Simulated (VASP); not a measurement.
# Ag (Im-3m) in VASP: further runs

Runs on Ag. Level: r2SCAN. Tasks: single point.

Everything below comes from runs of VASP 6.6.1. Logs are shortened: lines on timing, memory, paths and dates and some standing lists are left out, and cuts for length are marked.

## 1. The cell of the first run

Symmetry: Im-3m, No. 229, cubic system. The conventional cell has a = 3.098 Å, b = 3.098 Å, c = 3.098 Å, α = 90.00°, β = 90.00°, γ = 90.00°. Within 3.5 Å of Ag (site symmetry m-3m) lie 14 Ag at 2.68 to 3.10 Å.

This isn't the form of Ag at room conditions, which is fcc.

## 2. Single point, r2SCAN

File POSCAR:

```
Ag
1.0
   -1.5488735925      1.5488735925      1.5488735925
    1.5488735925     -1.5488735925      1.5488735925
    1.5488735925      1.5488735925     -1.5488735925
Ag
1
Direct
    0.0000000000      0.0000000000      0.0000000000
```

File INCAR.step1:

```
SYSTEM = Ag
PREC = Accurate
ENCUT = 520
ISMEAR = 0
SIGMA = 0.1
LREAL = .False.
LASPH = .True.
NELM = 80
NBANDS = 12
GGA = PE
ALGO = Normal
EDIFF = 1E-4
LWAVE = .True.
LCHARG = .False.
```

File INCAR.step2:

```
SYSTEM = Ag
PREC = Accurate
ENCUT = 520
EDIFF = 1E-6
ISMEAR = 0
SIGMA = 0.1
LREAL = .False.
LASPH = .True.
NELM = 80
ALGO = Normal
ISIF = 2
LWAVE = .False.
LCHARG = .False.
METAGGA = R2SCAN
LMIXTAU = .True.
NBANDS = 12
ISTART = 1
```

File KPOINTS:

```
Automatic mesh
0
Gamma
  18 18 18
  0 0 0
```

Potentials or basis: VASP PAW PBE potentials, release 64 (Ag).

The run is started by

```sh
> cat potpaw_PBE.64/Ag/POTCAR > POTCAR
> cp INCAR.step1 INCAR
> mpirun -np 1 vasp_std > vasp.out
> cp INCAR.step2 INCAR
> mpirun -np 1 vasp_std > vasp.out
```

OUTCAR:

```text
SYSTEM = Ag
   PREC = Accurate
   ENCUT = 520
   EDIFF = 1E-6
   ISMEAR = 0
   LREAL = .False.
   LASPH = .True.
   NELM = 80
   ISIF = 2
   METAGGA = R2SCAN
   ISTART = 1

 ion  position               nearest neighbor table
   1  0.000  0.000  0.000-

  LATTYP: Found a body centered cubic cell.
 ALAT       =     3.0977471850

  Lattice vectors:

 A1 = (  -1.5488735925,   1.5488735925,   1.5488735925)
 A2 = (   1.5488735925,  -1.5488735925,   1.5488735925)
 A3 = (   1.5488735925,   1.5488735925,  -1.5488735925)

Analysis of symmetry for initial positions (statically):
=====================================================================
 Subroutine PRICEL returns:
 Original cell was already a primitive cell.

 Routine SETGRP: Setting up the symmetry group for a
 body centered cubic supercell.

 Subroutine GETGRP returns: Found 48 space group operations
 (whereof 48 operations were pure point group operations)
 out of a pool of 48 trial point group operations.

The static configuration has the point symmetry O_h .

Analysis of symmetry for dynamics (positions and initial velocities):
=====================================================================
 Subroutine PRICEL returns:
 Original cell was already a primitive cell.

 Routine SETGRP: Setting up the symmetry group for a
 body centered cubic supercell.

 Subroutine GETGRP returns: Found 48 space group operations
 (whereof 48 operations were pure point group operations)
 out of a pool of 48 trial point group operations.

The dynamic configuration has the point symmetry O_h .

 Subroutine INISYM returns: Found 48 space group operations
 (whereof 48 operations are pure point group operations),
 and found     1 'primitive' translations

----------------------------------------------------------------------------------------

                                     Primitive cell

  volume of cell :      14.8630

  direct lattice vectors                    reciprocal lattice vectors
    -1.548873592  1.548873592  1.548873592     0.000000000  0.322815240  0.322815240
     1.548873592 -1.548873592  1.548873592     0.322815240  0.000000000  0.322815240
     1.548873592  1.548873592 -1.548873592     0.322815240  0.322815240  0.000000000

  length of vectors
     2.682727757  2.682727757  2.682727757     0.456529690  0.456529690  0.456529690

  position of ions in fractional coordinates (direct lattice)
     0.000000000  0.000000000  0.000000000
[... 76 lines left out ...]
   EDIFF  = 0.1E-05   stopping-criterion for ELM
   LREAL  =      F    real-space projection
   EDIFFG = 0.1E-04   stopping-criterion for IOM
   NSW    =      0    number of steps for IOM
   IBRION =     -1    ionic relax: 0-MD 1-quasi-New 2-CG
   NFREE  =      0    steps in history (QN), initial steepest desc. (CG)
   ISIF   =      2    stress and relaxation
   ISYM   =      2    0-nonsym 1-usesym 2-fastsym
   POTIM  = 0.5000    time-step for ionic-motion
   TEBEG  =    0.0;   TEEND  =   0.0 temperature during run
   PSTRESS=    0.0 pullay stress
   NELECT =      11.0000    total number of electrons
   NUPDOWN=      -1.0000    fix difference up-down
   EMIN   =  10.00;   EMAX   =-10.00  energy-range for DOS
   EFERMI =   0.00;   METHOD = LEGACY
   ISMEAR =     0;   SIGMA  =   0.10  broadening in eV -4-tet -1-fermi 0-gaus
   EFERMI_NEDOS =   21; number of points for ismear=-14 and -15
   IALGO  =     38    algorithm
   IMIX   =      4    mixing-type and parameters
     AMIX     =   0.40;   BMIX     =  1.00
     AMIX_MAG =   1.60;   BMIX_MAG =  1.00
  volume/ion in A,a.u.               =      14.86       100.30
  Fermi-wavevector in a.u.,A,eV,Ry     =   1.480823  2.798349 29.835347  2.192836
  Thomas-Fermi vector in A             =   2.594809
   LORBIT       =      0    0 simple, 1 ext, 2 COOP (PROOUT), +10 PAW based schemes
   METAGGA = R2SCAN    functional components
   LHFCALC =     F    Hartree Fock is set to
   AEXX    =    0.0000 exact exchange contribution
   IVDW    =     0    specifies the selected vdW correction
   LEPSILON=     F    determine dielectric tensor
   LRPA    =     F    only Hartree local field effects (RPA)
 non-spin polarized calculation
 Gauss-broadening in eV      SIGMA  =   0.10
  energy-cutoff  :      520.00
  volume of cell :       14.86
 maximum number of plane-waves:       418
   NGX =  9   NGY =  9   NGZ =  9

 number of electron      10.9999998 magnetization

 Free energy of the ion-electron system (eV)
  ---------------------------------------------------
  ext. energy  EPLUGINS =         0.00000000
  ---------------------------------------------------
  free energy    TOTEN  =       -21.14613027 eV

  energy without entropy =      -21.14294641  energy(sigma->0) =      -21.14453834

 E-fermi :  10.5435     XC(G=0): -13.9593

 val. band max:       10.5119100812   @ k =  -0.3889   0.4444   0.1111
 cond. band min:      10.5786138544   @ k =   0.3889   0.1111  -0.0000
 fundamental gap:      0.0667037732
 Fermi energy:        10.5434684576

 k-point     1 :       0.0000    0.0000    0.0000
  band No.  band energies     occupation
      1       1.4164      2.00000
      2       4.6323      2.00000
      3       4.6323      2.00000
      4       4.6323      2.00000
      5       6.3324      2.00000
      6       6.3324      2.00000
      7      29.6968      0.00000
      8      29.6968      0.00000
      9      29.6968      0.00000
     10      37.5849      0.00000
     11      37.5849      0.00000
     12      38.7078      0.00000
[... 331 lines left out ...]
 k-point    24 :       0.3889    0.1111   -0.0000
  band No.  band energies     occupation
      1       2.9937      2.00000
      2       3.7240      2.00000
      3       6.0979      2.00000
      4       6.2635      2.00000
      5       7.0612      2.00000
      6      10.5786      0.61917
      7      16.6546      0.00000
      8      23.9312      0.00000
      9      26.4039      0.00000
     10      33.2093      0.00000
     11      36.5647      0.00000
     12      36.9491      0.00000

 [... further k-points ...]
[... 5 lines left out ...]
  --------------------------------------------------------------------------------------
  -------------------------------------------------------------------------------------
  Total        2.3623825      2.3623825      2.3623825      0.0000000      0.0000000      0.0000000
  in kB      254.6553969    254.6553969    254.6553969      0.0000000      0.0000000      0.0000000
  external PRESSURE =     254.6553969 kB  Pullay stress =       0.0000000 kB

 VOLUME and BASIS-vectors are now :
 -----------------------------------------------------------------------------
  energy-cutoff  :      520.00
  volume of cell :       14.86
      direct lattice vectors                 reciprocal lattice vectors
    -1.548873592  1.548873592  1.548873592     0.000000000  0.322815240  0.322815240
     1.548873592 -1.548873592  1.548873592     0.322815240  0.000000000  0.322815240
     1.548873592  1.548873592 -1.548873592     0.322815240  0.322815240  0.000000000

 POSITION                                       TOTAL-FORCE (eV/Angst)
 -----------------------------------------------------------------------------------
      0.00000      0.00000      0.00000         0.000000     -0.000000     -0.000000
 -----------------------------------------------------------------------------------
    total drift:                                0.000000     -0.000000      0.000000

  FREE ENERGIE OF THE ION-ELECTRON SYSTEM (eV)
  ---------------------------------------------------
  free  energy   TOTEN  =       -21.1461302677 eV

  energy  without entropy=      -21.1429464054  energy(sigma->0) =      -21.14453834
```

Run time: 75 s. Hardware: 1 thread of Intel Xeon Platinum 8488C (Sapphire Rapids), shared host; peak memory 0.15 GiB.

Results:

* Free energy: -21.1461 eV
* Pressure: 25.5 GPa
* Band gap on the k mesh: zero (an odd number of electrons rules out a gap without spin polarisation)

Caveat: the cell stands under pressure; the PAW data sets were made with another functional, which shifts forces and pressure a little.

(Part 1 of 2 ends here.)
